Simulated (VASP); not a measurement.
Nb3Te8Mo, 12 atoms in the cell. The typed cell holds 12 atoms: a = 3.655 Å, b = 3.656 Å, c = 29.496 Å, α = 89.98°, β = 90.00°, γ = 119.99°. 

| Quantity | Value |
| --- | --- |
| Program | VASP 6.6.1 |
| Task | single point |
| Functional | PBE |
| Potentials or basis | VASP PAW PBE potentials, release 64 (Nb_sv, Te, Mo_sv) |
| Cutoff | 520 eV |
| k mesh | 6 × 6 × 1 |
| Occupations | gaussian, width 0.2 eV |
| Spin | no spin polarisation |
| Dipole correction | no |
| Further INCAR settings | ALGO = Normal; EDIFF = 1e-06; NBANDS = 62 |

Potentials or basis: VASP PAW PBE potentials, release 64 (Nb_sv, Te, Mo_sv).

Command:

```bash
$ cat potpaw_PBE.64/Nb_sv/POTCAR potpaw_PBE.64/Te/POTCAR potpaw_PBE.64/Mo_sv/POTCAR > POTCAR
$ mpirun -np 1 vasp_std > vasp.out
```

Hardware: 1 thread of Intel(R) Xeon(R) Platinum 8259CL CPU @ 2.50GHz (Skylake/Cascade Lake) (shared host).

Question: Estimate the wall time of this run.

Answer: Run time: 25 min on 1 thread of Intel(R) Xeon(R) Platinum 8259CL CPU @ 2.50GHz (Skylake/Cascade Lake) (shared host), peak memory 0.64 GiB. Counts: scf iterations 31, k points 20.
